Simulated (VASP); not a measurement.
# CdGeAs2 (I-42d) in VASP: notebook

Aim: see how the results for CdGeAs2 move with the level of theory and the settings. Levels: PBEsol, LDA, PBE. Tasks: single point.

Program: VASP 6.6.1. These are calculated values, not measurements. Logs are shortened: lines on timing, memory, paths and dates and some standing lists are left out, and cuts for length are marked.

**1. The cell of the first run**

Symmetry: I-42d, No. 122, tetragonal system. Conventional cell: a = 5.856 Å, b = 5.856 Å, c = 11.097 Å, α = 90.00°, β = 90.00°, γ = 90.00°. Within 3.4 Å of Cd (site symmetry -4) lie 4 As at 2.59 Å. Within 3.2 Å of As (site symmetry 2) lie 2 Ge at 2.40 Å and 2 Cd at 2.59 Å. Ge (site symmetry -4) has 4 As at 2.40 Å within 3.2 Å.

**2. Single point, PBEsol (23.78 Å³/atom)**

File INCAR:

```
ALGO = Normal
EDIFF = 1E-6
ENCUT = 520
GGA = PS
ISIF = 2
ISMEAR = -1
LASPH = True
LCHARG = False
LREAL = False
LWAVE = False
NBANDS = 46
NELM = 80
PREC = Accurate
SIGMA = 0.05
```

File KPOINTS:

```
k-points
0
Gamma
  6 6 6
```

File POSCAR:

```
CdGeAs2
1.0
   -2.9278600024      2.9278600024      5.5486663435
    2.9278600024     -2.9278600024      5.5486663435
    2.9278600024      2.9278600024     -5.5486663435
Cd As Ge
2 4 2
Direct
    0.5000000000      0.5000000000      0.0000000000
    0.2500000000      0.7500000000      0.5000000000
    0.0962175700      0.1250000000      0.4712175700
    0.3750000000      0.9037824300      0.0287824300
    0.6537824300      0.6250000000      0.5287824300
    0.8750000000      0.3462175700      0.9712175700
    0.7500000000      0.2500000000      0.5000000000
    0.0000000000      0.0000000000      0.0000000000
```

Potentials or basis: VASP PAW PBE potentials, release 64 (Cd, As, Ge_d).

On the command line:

```console
> cat potpaw_PBE.64/Cd/POTCAR potpaw_PBE.64/As/POTCAR potpaw_PBE.64/Ge_d/POTCAR > POTCAR
> mpirun -np 1 vasp_std > vasp.out
```

OUTCAR:

```text
EDIFF = 1E-6
   ENCUT = 520
   GGA = PS
   ISIF = 2
   ISMEAR = -1
   LASPH = True
   LREAL = False
   NELM = 80
   PREC = Accurate

 ion  position               nearest neighbor table
   1  0.500  0.500  0.000-   4 2.59   5 2.59   6 2.59   3 2.59
   2  0.250  0.750  0.500-   5 2.59   4 2.59   3 2.59   6 2.59
   3  0.096  0.125  0.471-   7 2.40   8 2.40   1 2.59   2 2.59
   4  0.375  0.904  0.029-   7 2.40   8 2.40   1 2.59   2 2.59
   5  0.654  0.625  0.529-   8 2.40   7 2.40   2 2.59   1 2.59
   6  0.875  0.346  0.971-   7 2.40   8 2.40   2 2.59   1 2.59
   7  0.750  0.250  0.500-   3 2.40   4 2.40   6 2.40   5 2.40
   8  0.000  0.000  0.000-   3 2.40   5 2.40   6 2.40   4 2.40

  LATTYP: Found a body centered tetragonal cell.
 ALAT       =     5.8557200048
 C/A-ratio  =     1.8951269319

  Lattice vectors:

 A1 = (  -2.9278600024,   2.9278600024,   5.5486663435)
 A2 = (   2.9278600024,  -2.9278600024,   5.5486663435)
 A3 = (   2.9278600024,   2.9278600024,  -5.5486663435)

Analysis of symmetry for initial positions (statically):
=====================================================================
 Subroutine PRICEL returns:
 Original cell was already a primitive cell.

 Routine SETGRP: Setting up the symmetry group for a
 body centered tetragonal supercell.

 Subroutine GETGRP returns: Found  8 space group operations
 (whereof  4 operations were pure point group operations)
 out of a pool of 16 trial point group operations.

The static configuration has the point symmetry S_4 .
 The point group associated with its full space group is D_2d.

Analysis of symmetry for dynamics (positions and initial velocities):
=====================================================================
 Subroutine PRICEL returns:
 Original cell was already a primitive cell.

 Routine SETGRP: Setting up the symmetry group for a
 body centered tetragonal supercell.

 Subroutine GETGRP returns: Found  8 space group operations
 (whereof  4 operations were pure point group operations)
 out of a pool of 16 trial point group operations.

The dynamic configuration has the point symmetry S_4 .
 The point group associated with its full space group is D_2d.

 Subroutine INISYM returns: Found  8 space group operations
 (whereof  4 operations are pure point group operations),
 and found     1 'primitive' translations

----------------------------------------------------------------------------------------

                                     Primitive cell

  volume of cell :     190.2608

  direct lattice vectors                    reciprocal lattice vectors
    -2.927860002  2.927860002  5.548666343     0.000000000  0.170773193  0.090111744
     2.927860002 -2.927860002  5.548666343     0.170773193  0.000000000  0.090111744
     2.927860002  2.927860002 -5.548666343     0.170773193  0.170773193  0.000000000

  length of vectors
     6.923324821  6.923324821  6.923324821     0.193089642  0.193089642  0.241509765

  position of ions in fractional coordinates (direct lattice)
     0.500000000  0.500000000  0.000000000
     0.250000000  0.750000000  0.500000000
     0.096217570  0.125000000  0.471217570
     0.375000000  0.903782430  0.028782430
     0.653782430  0.625000000  0.528782430
     0.875000000  0.346217570  0.971217570
     0.750000000  0.250000000  0.500000000
     0.000000000  0.000000000  0.000000000

  ion indices of the primitive-cell ions
   primitive index   ion index
                 1           1
                 2           2
                 3           3
                 4           4
                 5           5
                 6           6
                 7           7
                 8           8

----------------------------------------------------------------------------------------

 KPOINTS: k-points

Automatic generation of k-mesh.
 Grid dimensions read from file:
 generate k-points for:    6    6    6

 Generating k-lattice:

  Cartesian coordinates                     Fractional coordinates (reciprocal lattice)
     0.000000000  0.028462199  0.015018624     0.166666667 -0.000000000  0.000000000
     0.028462199  0.000000000  0.015018624    -0.000000000  0.166666667  0.000000000
     0.028462199  0.028462199  0.000000000     0.000000000  0.000000000  0.166666667

  Length of vectors
     0.032181607  0.032181607  0.040251628

  Shift w.r.t. Gamma in fractional coordinates (k-lattice)
     0.000000000  0.000000000  0.000000000

 Subroutine IBZKPT returns following result:
 ===========================================

 Found     30 irreducible k-points:

 Following reciprocal coordinates:
            Coordinates               Weight
  0.000000  0.000000  0.000000      1.000000
  0.166667  0.000000 -0.000000      8.000000
  0.333333  0.000000 -0.000000      8.000000
  0.500000 -0.000000  0.000000      4.000000
  0.166667  0.166667 -0.000000      8.000000
  0.333333  0.166667 -0.000000     16.000000
[... 16 lines left out ...]
 -0.333333 -0.333333  0.166667      8.000000
 -0.166667 -0.333333  0.166667      8.000000
 [... further k-points ...]
   k-points           NKPTS =     30   k-points in BZ     NKDIM =     30   number of bands    NBANDS=     46
   number of dos      NEDOS =    301   number of ions     NIONS =      8
   total plane-waves  NPLWV = 157464
   dimension x,y,z NGX =    54 NGY =   54 NGZ =   54
   dimension x,y,z NGXF=   108 NGYF=  108 NGZF=  108
   ions per type =               2   4   2
   NGX,Y,Z   is equivalent  to a cutoff of  12.97, 12.97, 12.97 a.u.
   NGXF,Y,Z  is equivalent  to a cutoff of  25.93, 25.93, 25.93 a.u.
 SYSTEM =  unknown system
   PREC   = accura    normal or accurate (medium, high low for compatibility)
   ISTART =      0    job   : 0-new  1-cont  2-samecut
   ICHARG =      2    charge: 1-file 2-atom 10-const
   ISPIN  =      1    spin polarized calculation?
   LNONCOLLINEAR =      F non collinear calculations
   LSORBIT =      F    spin-orbit coupling
   LASPH  =      T    aspherical Exc in radial PAW
   ENCUT  =  520.0 eV  38.22 Ry    6.18 a.u.  12.87 12.87 12.87*2*pi/ulx,y,z
   NELM   =     80;   NELMIN=  2; NELMDL= -5     # of ELM steps
   EDIFF  = 0.1E-05   stopping-criterion for ELM
   LREAL  =      F    real-space projection
   EDIFFG = 0.1E-04   stopping-criterion for IOM
   NSW    =      0    number of steps for IOM
   IBRION =     -1    ionic relax: 0-MD 1-quasi-New 2-CG
   NFREE  =      0    steps in history (QN), initial steepest desc. (CG)
   ISIF   =      2    stress and relaxation
   ISYM   =      2    0-nonsym 1-usesym 2-fastsym
   POTIM  = 0.5000    time-step for ionic-motion
   TEBEG  =    0.0;   TEEND  =   0.0 temperature during run
   PSTRESS=    0.0 pullay stress
   NELECT =      72.0000    total number of electrons
   NUPDOWN=      -1.0000    fix difference up-down
   EMIN   =  10.00;   EMAX   =-10.00  energy-range for DOS
   EFERMI =   0.00;   METHOD = LEGACY
   ISMEAR =    -1;   SIGMA  =   0.05  broadening in eV -4-tet -1-fermi 0-gaus
   EFERMI_NEDOS =   21; number of points for ismear=-14 and -15
   IALGO  =     38    algorithm
   IMIX   =      4    mixing-type and parameters
     AMIX     =   0.40;   BMIX     =  1.00
     AMIX_MAG =   1.60;   BMIX_MAG =  1.00
  volume/ion in A,a.u.               =      23.78       160.49
  Fermi-wavevector in a.u.,A,eV,Ry     =   1.184139  2.237698 19.077879  1.402185
  Thomas-Fermi vector in A             =   2.320359
   LORBIT       =      0    0 simple, 1 ext, 2 COOP (PROOUT), +10 PAW based schemes
   GGA     = PS    functional components
   LHFCALC =     F    Hartree Fock is set to
   AEXX    =    0.0000 exact exchange contribution
   IVDW    =     0    specifies the selected vdW correction
   LEPSILON=     F    determine dielectric tensor
   LRPA    =     F    only Hartree local field effects (RPA)
 non-spin polarized calculation
  energy-cutoff  :      520.00
  volume of cell :      190.26
 maximum number of plane-waves:      5158
 NGX is ok and might be reduce to    54
   NGX = 25   NGY = 25   NGZ = 25

 number of electron      72.0000000 magnetization

 Free energy of the ion-electron system (eV)
  ---------------------------------------------------
  ext. energy  EPLUGINS =         0.00000000
  ---------------------------------------------------
  free energy    TOTEN  =       -33.00880569 eV

  energy without entropy =      -33.00784028  energy(sigma->0) =      -33.00832298

 E-fermi :   3.4511     XC(G=0):  -9.7858

 val. band max:        3.4428299444   @ k =   0.0000   0.0000   0.0000
 cond. band min:       4.1206705025   @ k =   0.5000   0.5000   0.0000
 fundamental gap:      0.6778405580
 Fermi energy:         3.4510684335

 k-point     1 :       0.0000    0.0000    0.0000
  band No.  band energies     occupation
      1     -21.5455      2.00000
      2     -21.5455      2.00000
      3     -21.5450      2.00000
      4     -21.5397      2.00000
      5     -21.5364      2.00000
      6     -21.5364      2.00000
[... 38 lines left out ...]
     45       8.2334      0.00000
     46       8.2334      0.00000

 k-point     2 :       0.1667    0.0000   -0.0000
  band No.  band energies     occupation
      1     -21.5457      2.00000
      2     -21.5452      2.00000
      3     -21.5447      2.00000
      4     -21.5397      2.00000
      5     -21.5369      2.00000
      6     -21.5363      2.00000
[... 38 lines left out ...]
     45       8.1557      0.00000
     46       8.5493      0.00000

 k-point     3 :       0.3333    0.0000   -0.0000
  band No.  band energies     occupation
      1     -21.5459      2.00000
      2     -21.5449      2.00000
      3     -21.5440      2.00000
      4     -21.5398      2.00000
      5     -21.5381      2.00000
      6     -21.5360      2.00000
[... 38 lines left out ...]
     45       8.2353      0.00000
     46       8.8962      0.00000

 k-point     4 :       0.5000   -0.0000    0.0000
  band No.  band energies     occupation
      1     -21.5460      2.00000
      2     -21.5448      2.00000
      3     -21.5434      2.00000
      4     -21.5395      2.00000
      5     -21.5391      2.00000
      6     -21.5359      2.00000
[... 920 lines left out ...]
     45       8.1968      0.00000
     46       8.3972      0.00000

 k-point    23 :      -0.3333   -0.3333    0.1667
  band No.  band energies     occupation
      1     -21.5459      2.00000
      2     -21.5457      2.00000
      3     -21.5435      2.00000
      4     -21.5409      2.00000
      5     -21.5363      2.00000
      6     -21.5362      2.00000
[... 38 lines left out ...]
     45       8.1956      0.00000
     46       8.6740      0.00000

 k-point    24 :      -0.1667   -0.3333    0.1667
  band No.  band energies     occupation
      1     -21.5460      2.00000
      2     -21.5456      2.00000
      3     -21.5441      2.00000
      4     -21.5404      2.00000
      5     -21.5365      2.00000
      6     -21.5359      2.00000
[... 38 lines left out ...]
     45       7.7781      0.00000
     46       8.3477      0.00000

 [... further k-points ...]

------------------------ aborting loop because EDIFF is reached ----------------------------------------

  FORCE on cell =-STRESS in cart. coord.  units (eV):
  Direction    XX          YY          ZZ          XY          YZ          ZX
  --------------------------------------------------------------------------------------
  -------------------------------------------------------------------------------------
  Total        4.4073241      4.4073241      4.2408187      0.0000000      0.0000000      0.0000000
  in kB       37.1138798     37.1138798     35.7117452      0.0000000      0.0000000      0.0000000
  external PRESSURE =      36.6465016 kB  Pullay stress =       0.0000000 kB

 VOLUME and BASIS-vectors are now :
 -----------------------------------------------------------------------------
  energy-cutoff  :      520.00
  volume of cell :      190.26
      direct lattice vectors                 reciprocal lattice vectors
    -2.927860002  2.927860002  5.548666343     0.000000000  0.170773193  0.090111744
     2.927860002 -2.927860002  5.548666343     0.170773193  0.000000000  0.090111744
     2.927860002  2.927860002 -5.548666343     0.170773193  0.170773193  0.000000000

 POSITION                                       TOTAL-FORCE (eV/Angst)
 -----------------------------------------------------------------------------------
      0.00000      0.00000      5.54867         0.000000     -0.000000      0.000000
      2.92786     -0.00000      2.77433         0.000000     -0.000000     -0.000000
      1.46393      1.29539     -1.38717         0.000000      0.239467     -0.000000
      1.63247     -1.46393      6.93583        -0.239467     -0.000000     -0.000000
      1.46393      1.63247      4.16150         0.000000     -0.239467     -0.000000
      1.29539      4.39179      1.38717         0.239467     -0.000000     -0.000000
     -0.00000      2.92786      2.77433         0.000000     -0.000000     -0.000000
      0.00000      0.00000      0.00000         0.000000     -0.000000     -0.000000
 -----------------------------------------------------------------------------------
    total drift:                               -0.000007     -0.000007     -0.000006

  FREE ENERGIE OF THE ION-ELECTRON SYSTEM (eV)
  ---------------------------------------------------
  free  energy   TOTEN  =       -33.0088056856 eV

  energy  without entropy=      -33.0078402809  energy(sigma->0) =      -33.00832298
```

It took 6.1 min on 1 thread of Intel Xeon Platinum 8488C (Sapphire Rapids), shared host; peak memory 0.54 GiB.

Results:

- Free energy: -33.0088 eV
- Pressure: 3.7 GPa
- Largest force: 0.239 eV/Å
- Band gap on the k mesh: 0.01 eV

Forces in eV/Å, atoms in the order of the input:
```
Cd   0.000  0.000  0.000
Cd   0.000  0.000  0.000
As   0.000  0.239  0.000
As  -0.239  0.000  0.000
As   0.000 -0.239  0.000
As   0.239  0.000  0.000
Ge   0.000  0.000  0.000
Ge   0.000  0.000  0.000
```

Caveat: the cell stands under pressure; the smearing spreads over this small gap; semilocal functionals underestimate gaps, and a narrow one can read as zero; the PAW data sets were made with another functional, which shifts forces and pressure a little.

(Continued in part 2 of 3.)

The gap in the log of VASP goes by the Fermi energy; the results here count the filled bands.